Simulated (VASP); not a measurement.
The system is Ga.

```
Ga
1.0
     1.42040   -3.98202    0.00000
     1.42040    3.98202    0.00000
     0.00000    0.00000    3.10529
Ga
2
Direct
  0.13300 0.86700 0.75000
  0.86700 0.13300 0.25000
```

This cell differs from its parent crystal: volume scaled by 0.94.

Base run:

- Program: VASP 6.6.1
- Functional: PBE
- Potentials or basis: VASP PAW PBE potentials, release 64 (Ga_d)
- Cutoff: 520 eV
- k mesh: 10 × 10 × 8
- Occupations: fermi-dirac, width 0.05 eV
- Spin: no spin polarisation

Its results: band gap on the k mesh zero (band 13 reaches 11.60 eV, above the bottom of band 14 at 1.72 eV); pressure 5.6 GPa; largest force 0.239 eV/Å.

Q: The run is repeated on the same cell with these changes: functional from PBE to PBEsol. What comes out?

A: Band gap on the k mesh zero (band 13 reaches 11.43 eV, above the bottom of band 14 at 1.55 eV); pressure 1.7 GPa; largest force 0.235 eV/Å.

PBEsol binds more tightly than PBE, so the same cell stands under less pressure.

Caveats: the PAW data sets were made with another functional, which shifts forces and pressure a little (some runs).
